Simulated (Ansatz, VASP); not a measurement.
# Two plane-wave programs on CS2

```xyz
18
Lattice="8.4343 0.0000 0.0000 0.0000 8.4343 0.0000 0.0000 0.0000 8.4343" Properties=species:S:1:pos:R:3 pbc="T T T"
S     6.8806    1.7074    8.8899
S     8.7043    3.5081    7.0951
S     6.9336    5.3846    3.5599
S     7.0379    8.0601    5.1701
S     4.3364    7.7455    7.7433
S     2.1128    6.6870    5.8211
S     4.2232    1.7237    3.7845
S     2.0584    3.6899    2.6798
S     3.2267    2.4208    7.7477
S     5.3752    4.5987    7.0741
S     3.3811    7.0102    2.9011
S     1.0351    6.7874    0.8469
C     7.7876    2.6067    7.9871
C     6.9811    6.7251    4.3582
C     3.2132    7.2185    6.7957
C     3.1391    2.7118    3.2409
C     4.3063    3.5064    7.4126
C     2.2149    6.9071    1.8634
```

Alike in both runs: functional PBE; dispersion D3(BJ); k mesh 1 × 1 × 1; occupations fermi-dirac, width 0.02 eV; no spin polarisation.

Ansatz relaxed the structure, and its values are those at the end. VASP's run is a single point on that final structure, the one shown.

|  | VASP | Ansatz |
| --- | --- | --- |
| version | VASP 6.6.1 | Ansatz 0.2.0 |
| potentials or method | VASP PAW PBE potentials, release 64 (S, C), cutoff 520 eV | scalar-relativistic, plane waves, PAW |
| valence electrons in the cell | 96 | 96 |

VASP gave:

```
rms of the force components (eV/Å) : 0.170
```

Q: What did Ansatz give for the same quantities?

A: rms of the force components (eV/Å): 0.070.
